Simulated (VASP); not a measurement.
# PbF2 (Fm-3m) in VASP: relaxation of cell and atoms with LDA

Aim: the relaxation of cell and atoms of PbF2 with LDA.

Everything below comes from runs of VASP 6.6.1. Logs are shortened: lines on timing, memory, paths and dates and some standing lists are left out, and cuts for length are marked.

## 1. The cell of the first run

It takes space group Fm-3m (No. 225, cubic). Conventional cell: a = 6.001 Å, b = 6.001 Å, c = 6.001 Å, α = 90.00°, β = 90.00°, γ = 90.00°. Within 3.4 Å of Pb (site symmetry m-3m) lie 8 F at 2.60 Å. Within 3.4 Å of F (site symmetry -43m) lie 4 Pb at 2.60 Å and 6 F at 3.00 Å.

## 2. Relaxation of cell and atoms, LDA

The input, INCAR:

```
SYSTEM = PbF2
PREC     = Accurate       ! precision mode
ENCUT    = 600            ! plane-wave cutoff, eV
EDIFF    = 1E-6           ! SCF threshold, eV
ISMEAR   = -1             ! smearing method
SIGMA    = 0.02           ! smearing width, eV
LREAL    = .FALSE.        ! projectors in reciprocal space
LASPH    = .TRUE.         ! aspherical terms in the spheres
NELM     = 60             ! most SCF steps
ALGO     = Normal         ! electronic algorithm
ISIF     = 3              ! what is computed and relaxed
LWAVE    = .FALSE.        ! write WAVECAR
LCHARG   = .FALSE.        ! write CHGCAR
GGA      = CA             ! functional
IBRION   = 2              ! ionic algorithm
NSW      = 80             ! ionic steps
EDIFFG   = -0.005         ! ionic threshold
```

The input, KPOINTS:

```
Automatic mesh
0
G
  6 6 6
  0 0 0
```

The input, POSCAR:

```
PbF2
1.0
    0.0000000000      3.0003293711      3.0003293711
    3.0003293711      0.0000000000      3.0003293711
    3.0003293711      3.0003293711      0.0000000000
Pb F
1 2
Direct
    0.0000000000      0.0000000000      0.0000000000
    0.2500000000      0.2500000000      0.2500000000
    0.7500000000      0.7500000000      0.7500000000
```

Potentials or basis: VASP PAW LDA potentials, release 64 (Pb_d, F).

Run with:

```console
$ cat potpaw_LDA.64/Pb_d/POTCAR potpaw_LDA.64/F/POTCAR > POTCAR
$ mpirun -np 1 vasp_std > vasp.out
```

OUTCAR:

```text
SYSTEM = PbF2
   PREC = Accurate
   ENCUT = 600
   EDIFF = 1E-6
   ISMEAR = -1
   LREAL = .FALSE.
   LASPH = .TRUE.
   NELM = 60
   ISIF = 3
   GGA = CA
   IBRION = 2
   NSW = 80
   EDIFFG = -0.005

 ion  position               nearest neighbor table
   1  0.000  0.000  0.000-   2 2.60   3 2.60   3 2.60   3 2.60   3 2.60   2 2.60   2 2.60   2 2.60

   2  0.250  0.250  0.250-   1 2.60   1 2.60   1 2.60   1 2.60
   3  0.750  0.750  0.750-   1 2.60   1 2.60   1 2.60   1 2.60

  LATTYP: Found a face centered cubic cell.
 ALAT       =     6.0006587422

  Lattice vectors:

 A1 = (   0.0000000000,   3.0003293711,   3.0003293711)
 A2 = (   3.0003293711,   0.0000000000,   3.0003293711)
 A3 = (   3.0003293711,   3.0003293711,   0.0000000000)

Analysis of symmetry for initial positions (statically):
=====================================================================
 Subroutine PRICEL returns:
 Original cell was already a primitive cell.

 Routine SETGRP: Setting up the symmetry group for a
 face centered cubic supercell.

 Subroutine GETGRP returns: Found 48 space group operations
 (whereof 48 operations were pure point group operations)
 out of a pool of 48 trial point group operations.

The static configuration has the point symmetry O_h .

Analysis of symmetry for dynamics (positions and initial velocities):
=====================================================================
 Subroutine PRICEL returns:
 Original cell was already a primitive cell.

 Routine SETGRP: Setting up the symmetry group for a
 face centered cubic supercell.

 Subroutine GETGRP returns: Found 48 space group operations
 (whereof 48 operations were pure point group operations)
 out of a pool of 48 trial point group operations.

The dynamic configuration has the point symmetry O_h .

 Subroutine INISYM returns: Found 48 space group operations
 (whereof 48 operations are pure point group operations),
 and found     1 'primitive' translations

----------------------------------------------------------------------------------------

                                     Primitive cell

  volume of cell :      54.0178

  direct lattice vectors                    reciprocal lattice vectors
     0.000000000  3.000329371  3.000329371    -0.166648370  0.166648370  0.166648370
     3.000329371  0.000000000  3.000329371     0.166648370 -0.166648370  0.166648370
     3.000329371  3.000329371  0.000000000     0.166648370  0.166648370 -0.166648370

  length of vectors
     4.243106488  4.243106488  4.243106488     0.288643444  0.288643444  0.288643444

  position of ions in fractional coordinates (direct lattice)
     0.000000000  0.000000000  0.000000000
     0.250000000  0.250000000  0.250000000
     0.750000000  0.750000000  0.750000000

  ion indices of the primitive-cell ions
   primitive index   ion index
                 1           1
                 2           2
                 3           3

----------------------------------------------------------------------------------------

 KPOINTS: Automatic mesh

Automatic generation of k-mesh.
 Grid dimensions read from file:
 generate k-points for:    6    6    6

 Generating k-lattice:

  Cartesian coordinates                     Fractional coordinates (reciprocal lattice)
    -0.027774728  0.027774728  0.027774728     0.166666667  0.000000000  0.000000000
     0.027774728 -0.027774728  0.027774728     0.000000000  0.166666667  0.000000000
     0.027774728  0.027774728 -0.027774728     0.000000000  0.000000000  0.166666667

  Length of vectors
     0.048107241  0.048107241  0.048107241

  Shift w.r.t. Gamma in fractional coordinates (k-lattice)
     0.000000000  0.000000000  0.000000000

 Subroutine IBZKPT returns following result:
 ===========================================

 Found     16 irreducible k-points:

 Following reciprocal coordinates:
            Coordinates               Weight
  0.000000  0.000000  0.000000      1.000000
  0.166667  0.000000  0.000000      8.000000
  0.333333  0.000000  0.000000      8.000000
  0.500000  0.000000  0.000000      4.000000
  0.166667  0.166667  0.000000      6.000000
  0.333333  0.166667  0.000000     24.000000
[... 8 lines left out ...]
 -0.333333  0.333333  0.166667     24.000000
 -0.333333  0.500000  0.166667     12.000000
   k-points           NKPTS =     16   k-points in BZ     NKDIM =     16   number of bands    NBANDS=     18
   number of dos      NEDOS =    301   number of ions     NIONS =      3
   total plane-waves  NPLWV =  46656
   dimension x,y,z NGX =    36 NGY =   36 NGZ =   36
   dimension x,y,z NGXF=    72 NGYF=   72 NGZF=   72
   ions per type =               1   2
   NGX,Y,Z   is equivalent  to a cutoff of  14.10, 14.10, 14.10 a.u.
   NGXF,Y,Z  is equivalent  to a cutoff of  28.21, 28.21, 28.21 a.u.
 SYSTEM =  PbF2
   PREC   = accura    normal or accurate (medium, high low for compatibility)
   ISTART =      0    job   : 0-new  1-cont  2-samecut
   ICHARG =      2    charge: 1-file 2-atom 10-const
   ISPIN  =      1    spin polarized calculation?
   LNONCOLLINEAR =      F non collinear calculations
   LSORBIT =      F    spin-orbit coupling
   LASPH  =      T    aspherical Exc in radial PAW
   ENCUT  =  600.0 eV  44.10 Ry    6.64 a.u.   8.47  8.47  8.47*2*pi/ulx,y,z
   NELM   =     60;   NELMIN=  2; NELMDL= -5     # of ELM steps
   EDIFF  = 0.1E-05   stopping-criterion for ELM
   LREAL  =      F    real-space projection
   EDIFFG = -.5E-02   stopping-criterion for IOM
   NSW    =     80    number of steps for IOM
   IBRION =      2    ionic relax: 0-MD 1-quasi-New 2-CG
   NFREE  =      1    steps in history (QN), initial steepest desc. (CG)
   ISIF   =      3    stress and relaxation
   ISYM   =      2    0-nonsym 1-usesym 2-fastsym
   POTIM  = 0.5000    time-step for ionic-motion
   TEBEG  =    0.0;   TEEND  =   0.0 temperature during run
   PSTRESS=    0.0 pullay stress
   NELECT =      28.0000    total number of electrons
   NUPDOWN=      -1.0000    fix difference up-down
   EMIN   =  10.00;   EMAX   =-10.00  energy-range for DOS
   EFERMI =   0.00;   METHOD = LEGACY
   ISMEAR =    -1;   SIGMA  =   0.02  broadening in eV -4-tet -1-fermi 0-gaus
   EFERMI_NEDOS =   21; number of points for ismear=-14 and -15
   IALGO  =     38    algorithm
   IMIX   =      4    mixing-type and parameters
     AMIX     =   0.40;   BMIX     =  1.00
     AMIX_MAG =   1.60;   BMIX_MAG =  1.00
  volume/ion in A,a.u.               =      18.01       121.51
  Fermi-wavevector in a.u.,A,eV,Ry     =   1.315069  2.485120 23.530007  1.729407
  Thomas-Fermi vector in A             =   2.445278
   LORBIT       =      0    0 simple, 1 ext, 2 COOP (PROOUT), +10 PAW based schemes
   GGA     = CA    functional components
   LHFCALC =     F    Hartree Fock is set to
   AEXX    =    0.0000 exact exchange contribution
   IVDW    =     0    specifies the selected vdW correction
   LEPSILON=     F    determine dielectric tensor
   LRPA    =     F    only Hartree local field effects (RPA)
 conjugate gradient relaxation of ions
 non-spin polarized calculation
  energy-cutoff  :      600.00
  volume of cell :       54.02
 maximum number of plane-waves:      1820
 NGX is ok and might be reduce to    36
   NGX = 17   NGY = 17   NGZ = 17

--------------------------------------- Ionic step        1  -------------------------------------------

 number of electron      27.9999997 magnetization

 Free energy of the ion-electron system (eV)
  ---------------------------------------------------
  ext. energy  EPLUGINS =         0.00000000
  ---------------------------------------------------
  free energy    TOTEN  =       -15.85280313 eV

  energy without entropy =      -15.85280313  energy(sigma->0) =      -15.85280313

 E-fermi :   1.4963     XC(G=0):  -9.8823

 val. band max:        1.0566222288   @ k =   0.5000   0.0000   0.0000
 cond. band min:       5.2823844886   @ k =   0.5000   0.5000   0.0000
 fundamental gap:      4.2257622598
 Fermi energy:         1.4962679169

 k-point     1 :       0.0000    0.0000    0.0000
  band No.  band energies     occupation
      1     -19.3535      2.00000
      2     -18.7493      2.00000
      3     -13.2387      2.00000
      4     -13.2387      2.00000
      5     -13.2387      2.00000
      6     -13.1819      2.00000
[... 10 lines left out ...]
     17       7.5934      0.00000
     18      11.2295      0.00000
[... 372 lines left out ...]
 POSITION                                       TOTAL-FORCE (eV/Angst)
 -----------------------------------------------------------------------------------
      5.77971      2.88985      2.88985         0.000000      0.000000     -0.000000
      1.44493      1.44493      1.44493         0.000000     -0.000000      0.000000
      4.33478      4.33478      4.33478        -0.000000      0.000000     -0.000000
 -----------------------------------------------------------------------------------
    total drift:                                0.000000      0.000000      0.000000

  FREE ENERGIE OF THE ION-ELECTRON SYSTEM (eV)
  ---------------------------------------------------
  free  energy   TOTEN  =       -15.9659631692 eV

  energy  without entropy=      -15.9659631692  energy(sigma->0) =      -15.96596317

--------------------------------------- Ionic step        3  -------------------------------------------

 number of electron      28.0000002 magnetization

 Free energy of the ion-electron system (eV)
  ---------------------------------------------------
  ext. energy  EPLUGINS =         0.00000000
  ---------------------------------------------------
  free energy    TOTEN  =       -15.96926878 eV

  energy without entropy =      -15.96926878  energy(sigma->0) =      -15.96926878

 E-fermi :   2.7127     XC(G=0): -10.3689

 val. band max:        2.2562238523   @ k =  -0.3333   0.3333   0.1667
 cond. band min:       6.4918429671   @ k =   0.5000   0.5000   0.0000
 fundamental gap:      4.2356191148
 Fermi energy:         2.7126526370

 k-point     1 :       0.0000    0.0000    0.0000
  band No.  band energies     occupation
      1     -18.9501      2.00000
      2     -18.1560      2.00000
      3     -12.1537      2.00000
      4     -12.1537      2.00000
      5     -12.1537      2.00000
      6     -12.0480      2.00000
[... 10 lines left out ...]
     17       8.8958      0.00000
     18      12.6737      0.00000
[... 335 lines left out ...]
 POSITION                                       TOTAL-FORCE (eV/Angst)
 -----------------------------------------------------------------------------------
      0.00000      0.00000      0.00000        -0.000000      0.000000      0.000000
      1.45229      1.45229      1.45229        -0.000000     -0.000000     -0.000000
      4.35687      4.35687      4.35687         0.000000      0.000000      0.000000
 -----------------------------------------------------------------------------------
    total drift:                                0.000000      0.000000      0.000000

  FREE ENERGIE OF THE ION-ELECTRON SYSTEM (eV)
  ---------------------------------------------------
  free  energy   TOTEN  =       -15.9692687787 eV

  energy  without entropy=      -15.9692687787  energy(sigma->0) =      -15.96926878

 reached required accuracy - stopping structural energy minimisation
```

Run time: 20 s. Hardware: 1 thread of AMD EPYC 9R45 (Zen 5), shared host; peak memory 0.15 GiB.

Results:

| Item | Value |
| --- | --- |
| Free energy | -15.9693 eV |
| Relaxed volume | 16.34 Å³/atom |
| Relaxed cell | a = 4.108 Å, b = 4.108 Å, c = 4.108 Å, α = 60.00°, β = 60.00°, γ = 60.00° |
| Space group after relaxing (to 0.05 Å) | Fm-3m (No. 225) |
| Energy gained by relaxing | 38.8 meV/atom |
| Ionic steps | 3 |
| Pressure after relaxing | 0.0 GPa |
| Band gap on the k mesh | 4.24 eV, indirect (least direct gap 4.37 eV) |

Step by step:
```tsv
step	energy change (eV)	largest force (eV/Å)	pressure (GPa)	volume (Å³)
1	0.0000	0.0000	-6.79	54.02
2	-0.1132	0.0000	1.41	48.27
3	-0.1165	0.0000	0.01	49.01
```

Final structure:
```
Pb F
1.0
     0.00000    2.90458    2.90458
     2.90458    0.00000    2.90458
     2.90458    2.90458    0.00000
Pb F
1 2
Direct
  0.00000 0.00000 0.00000
  0.25000 0.25000 0.25000
  0.75000 0.75000 0.75000
```

Levels at points of the mesh, in eV from the valence-band top:
```
           k point  band 11  band 12  band 13  band 14  band 15  band 16  band 17  band 18
(0.00, 0.00, 0.00)    -2.88    -2.37    -2.37    -2.37     6.64     6.64     6.64    10.42
(0.50, 0.00, 0.00)    -3.16    -2.53    -2.53    -0.03     4.82     7.71     7.71    12.94
(0.50, 0.50, 0.00)    -1.90    -1.88    -1.88    -0.13     4.24     7.98     7.98     8.41
```

Caveat: spin-orbit coupling is left out, which moves the levels of the heavy elements. A k mesh can miss the band edges.
